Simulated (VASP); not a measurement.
# Tl (P6_3/mmc) in VASP: a series of runs, part 2 of 2

VASP 6.6.1.

## Step 3: Single point, PBE

File INCAR:

```
SYSTEM = Tl
ALGO = Normal
EDIFF = 1E-7
ENCUT = 520
GGA = PE
ISIF = 2
ISMEAR = 0
LASPH = .TRUE.
LCHARG = .FALSE.
LREAL = .FALSE.
LWAVE = .FALSE.
NBANDS = 20
NELM = 60
PREC = Accurate
SIGMA = 0.03
```

File KPOINTS:

```
k-points
0
G
  10 10 6
  0 0 0
```

File POSCAR:

```
Tl
1.0
    3.5902820628      0.0000000000      0.0000000000
   -1.7951410314      3.1092754731      0.0000000000
    0.0000000000      0.0000000000      5.6419406004
Tl
2
Direct
    0.3333333333      0.6666666667      0.2500000000
    0.6666666667      0.3333333333      0.7500000000
```

Potentials or basis: VASP PAW PBE potentials, release 64 (Tl_d).

The run is started by

```console
cat potpaw_PBE.64/Tl_d/POTCAR > POTCAR
mpirun -np 1 vasp_std > vasp.out
```

OUTCAR:

```text
SYSTEM = Tl
   EDIFF = 1E-7
   ENCUT = 520
   GGA = PE
   ISIF = 2
   ISMEAR = 0
   LASPH = .TRUE.
   LREAL = .FALSE.
   NELM = 60
   PREC = Accurate

 ion  position               nearest neighbor table
   1  0.333  0.667  0.250-   2 3.50   2 3.50   2 3.50   2 3.50   2 3.50   2 3.50
   2  0.667  0.333  0.750-   1 3.50   1 3.50   1 3.50   1 3.50   1 3.50   1 3.50

  LATTYP: Found a hexagonal cell.
 ALAT       =     3.5902820628
 C/A-ratio  =     1.5714477308

  Lattice vectors:

 A1 = (   3.5902820628,   0.0000000000,   0.0000000000)
 A2 = (  -1.7951410314,   3.1092754731,   0.0000000000)
 A3 = (   0.0000000000,   0.0000000000,   5.6419406004)

Analysis of symmetry for initial positions (statically):
=====================================================================
 Subroutine PRICEL returns:
 Original cell was already a primitive cell.

 Routine SETGRP: Setting up the symmetry group for a
 hexagonal supercell.

 Subroutine GETGRP returns: Found 24 space group operations
 (whereof 12 operations were pure point group operations)
 out of a pool of 24 trial point group operations.

[... 156 lines left out ...]

 Free energy of the ion-electron system (eV)
  ---------------------------------------------------
  ext. energy  EPLUGINS =         0.00000000
  ---------------------------------------------------
  free energy    TOTEN  =        -4.45319788 eV

  energy without entropy =       -4.45169116  energy(sigma->0) =       -4.45244452

 E-fermi :   5.6771     XC(G=0):  -9.7160

 val. band max:        5.6700927035   @ k =   0.3000   0.1000   0.5000
 cond. band min:       5.6905434385   @ k =   0.3000   0.2000   0.3333
 fundamental gap:      0.0204507350
 Fermi energy:         5.6771298459

 k-point     1 :       0.0000    0.0000    0.0000
  band No.  band energies     occupation
      1      -6.0135      2.00000
      2      -5.8470      2.00000
      3      -5.8470      2.00000
      4      -5.8468      2.00000
      5      -5.8045      2.00000
      6      -5.8045      2.00000
[... 541 lines left out ...]
     19      14.5307      0.00000
     20      14.7632      0.00000

 [... further k-points ...]
[... 5 lines left out ...]
  --------------------------------------------------------------------------------------
  -------------------------------------------------------------------------------------
  Total       -0.0958931     -0.0958931      0.0895222      0.0000000     -0.0000000      0.0000000
  in kB       -2.4393917     -2.4393917      2.2773260      0.0000000     -0.0000000      0.0000000
  external PRESSURE =      -0.8671524 kB  Pullay stress =       0.0000000 kB

 VOLUME and BASIS-vectors are now :
 -----------------------------------------------------------------------------
  energy-cutoff  :      520.00
  volume of cell :       62.98
      direct lattice vectors                 reciprocal lattice vectors
     3.590282063  0.000000000  0.000000000     0.278529648  0.160809167  0.000000000
    -1.795141031  3.109275473  0.000000000     0.000000000  0.321618335  0.000000000
     0.000000000  0.000000000  5.641940600     0.000000000  0.000000000  0.177243979

 POSITION                                       TOTAL-FORCE (eV/Angst)
 -----------------------------------------------------------------------------------
     -0.00000      2.07285      1.41049         0.000000     -0.000000      0.000000
      1.79514      1.03643      4.23146        -0.000000      0.000000      0.000000
 -----------------------------------------------------------------------------------
    total drift:                               -0.000000      0.000000      0.000000

  FREE ENERGIE OF THE ION-ELECTRON SYSTEM (eV)
  ---------------------------------------------------
  free  energy   TOTEN  =        -4.4531978777 eV

  energy  without entropy=       -4.4516911600  energy(sigma->0) =       -4.45244452
```

stdout:

```text
POSCAR found type information on POSCAR Tl
 POSCAR found :  1 types and       2 ions
 scaLAPACK will be used
 LDA part: xc-table for (Slater+PW92), standard interpolation
 POSCAR, INCAR and KPOINTS ok, starting setup
 FFT: planning ... GRIDC
 FFT: planning ... GRID_SOFT
 FFT: planning ... GRID
 WAVECAR not read
 entering main loop
```

Run time: 41 s. Hardware: 1 thread of Intel Xeon Platinum 8259CL at 2.50GHz (Skylake/Cascade Lake), shared host; peak memory 0.2 GiB.

What came out:

```yaml
Free_energy: -4.4532 eV
Pressure: -0.1 GPa
Band_gap_on_the_k_mesh: zero (bands 13 and 14 overlap by 5.28 eV)
```

Stress tensor (GPa, compression positive):
```
-0.24  0.00  0.00
 0.00 -0.24  0.00
 0.00  0.00  0.23
```

Caveat: spin-orbit coupling is left out, which moves the levels of the heavy elements.

## Step 4: Single point, PBE

File INCAR:

```
SYSTEM = Tl
PREC = Accurate
ENCUT = 520
EDIFF = 1E-7
ISMEAR = 0
SIGMA = 0.1
LREAL = .False.
LASPH = .True.
NELM = 100
ALGO = Normal
ISIF = 2
LWAVE = .False.
LCHARG = .False.
GGA = PE
NBANDS = 20
```

File KPOINTS:

```
Automatic mesh
0
Gamma
  10 10 6
  0 0 0
```

POSCAR is that of step 3.

Potentials or basis: VASP PAW PBE potentials, release 64 (Tl_d).

The run is started by

```console
cat potpaw_PBE.64/Tl_d/POTCAR > POTCAR
mpirun -np 1 vasp_std > vasp.out
```

OUTCAR:

```text
SYSTEM = Tl
   PREC = Accurate
   ENCUT = 520
   EDIFF = 1E-7
   ISMEAR = 0
   LREAL = .False.
   LASPH = .True.
   NELM = 100
   ISIF = 2
   GGA = PE

 ion  position               nearest neighbor table
   1  0.333  0.667  0.250-   2 3.50   2 3.50   2 3.50   2 3.50   2 3.50   2 3.50
   2  0.667  0.333  0.750-   1 3.50   1 3.50   1 3.50   1 3.50   1 3.50   1 3.50

  LATTYP: Found a hexagonal cell.
 ALAT       =     3.5902820628
 C/A-ratio  =     1.5714477308

  Lattice vectors:

 A1 = (   3.5902820628,   0.0000000000,   0.0000000000)
 A2 = (  -1.7951410314,   3.1092754731,   0.0000000000)
 A3 = (   0.0000000000,   0.0000000000,   5.6419406004)

Analysis of symmetry for initial positions (statically):
=====================================================================
 Subroutine PRICEL returns:
 Original cell was already a primitive cell.

 Routine SETGRP: Setting up the symmetry group for a
 hexagonal supercell.

 Subroutine GETGRP returns: Found 24 space group operations
 (whereof 12 operations were pure point group operations)
 out of a pool of 24 trial point group operations.

[... 156 lines left out ...]

 Free energy of the ion-electron system (eV)
  ---------------------------------------------------
  ext. energy  EPLUGINS =         0.00000000
  ---------------------------------------------------
  free energy    TOTEN  =        -4.45778306 eV

  energy without entropy =       -4.44990587  energy(sigma->0) =       -4.45384447

 E-fermi :   5.6638     XC(G=0):  -9.7162

 val. band max:        5.6040751520   @ k =   0.4000   0.0000   0.3333
 cond. band min:       5.6698318920   @ k =   0.3000   0.1000   0.5000
 fundamental gap:      0.0657567400
 Fermi energy:         5.6637578806

 k-point     1 :       0.0000    0.0000    0.0000
  band No.  band energies     occupation
      1      -6.0135      2.00000
      2      -5.8485      2.00000
      3      -5.8485      2.00000
      4      -5.8465      2.00000
      5      -5.8060      2.00000
      6      -5.8060      2.00000
[... 541 lines left out ...]
     19      14.5304      0.00000
     20      14.7632      0.00000

 [... further k-points ...]
[... 5 lines left out ...]
  --------------------------------------------------------------------------------------
  -------------------------------------------------------------------------------------
  Total       -0.1179503     -0.1179503      0.1026904      0.0000000      0.0000000      0.0000000
  in kB       -3.0004978     -3.0004978      2.6123062      0.0000000      0.0000000      0.0000000
  external PRESSURE =      -1.1295631 kB  Pullay stress =       0.0000000 kB

 VOLUME and BASIS-vectors are now :
 -----------------------------------------------------------------------------
  energy-cutoff  :      520.00
  volume of cell :       62.98
      direct lattice vectors                 reciprocal lattice vectors
     3.590282063  0.000000000  0.000000000     0.278529648  0.160809167  0.000000000
    -1.795141031  3.109275473  0.000000000     0.000000000  0.321618335  0.000000000
     0.000000000  0.000000000  5.641940600     0.000000000  0.000000000  0.177243979

 POSITION                                       TOTAL-FORCE (eV/Angst)
 -----------------------------------------------------------------------------------
     -0.00000      2.07285      1.41049         0.000000     -0.000000      0.000000
      1.79514      1.03643      4.23146        -0.000000      0.000000      0.000000
 -----------------------------------------------------------------------------------
    total drift:                               -0.000000      0.000000      0.000000

  FREE ENERGIE OF THE ION-ELECTRON SYSTEM (eV)
  ---------------------------------------------------
  free  energy   TOTEN  =        -4.4577830628 eV

  energy  without entropy=       -4.4499058693  energy(sigma->0) =       -4.45384447
```

Wall time 38 s (1 thread of Intel Xeon Platinum 8259CL at 2.50GHz (Skylake/Cascade Lake), shared host); peak memory 0.2 GiB.

Results:

| Item | Value |
| --- | --- |
| Free energy | -4.4578 eV |
| Pressure | -0.1 GPa |
| Band gap on the k mesh | zero (bands 13 and 14 overlap by 5.28 eV) |

Stress tensor (GPa, compression positive):
```
-0.30  0.00  0.00
 0.00 -0.30  0.00
 0.00  0.00  0.26
```

Levels at points of the mesh, in eV from the Fermi level:
```csv
k point,band 9,band 10,band 11,band 12,band 13,band 14,band 15,band 16,band 17,band 18
"(0.00, 0.00, 0.00)",-11.15,-11.15,-9.48,-5.06,-2.46,7.11,7.11,9.03,9.03,9.88
"(0.50, 0.00, 0.00)",-11.13,-11.11,-5.82,-4.69,-0.76,0.59,1.29,3.51,3.57,7.54
"(0.00, 0.00, 0.50)",-11.24,-11.24,-8.15,-8.15,3.20,3.20,8.03,8.03,8.03,8.03
"(0.50, 0.00, 0.50)",-11.14,-11.14,-4.88,-4.88,-2.02,-2.02,5.06,5.06,5.71,5.71
```

Caveat: spin-orbit coupling is left out, which moves the levels of the heavy elements.

## Step 5: Summary

| smearing | gap on the mesh (eV) | pressure (GPa) |
| --- | --- | --- |
| gaussian 0.01 eV | none | -0.1 |
| gaussian 0.03 eV | none | -0.1 |
| gaussian 0.1 eV | none | -0.1 |

Alike in all rows: task single point; level PBE; potentials or basis VASP PAW PBE potentials, release 64 (Tl_d); no spin polarisation; cell as given; k mesh 10 × 10 × 6; cutoff (eV) 520.

Caveats: spin-orbit coupling is left out, which moves the levels of the heavy elements.

Total energies depend on the potentials used, so only differences within one code and one set of settings carry meaning.
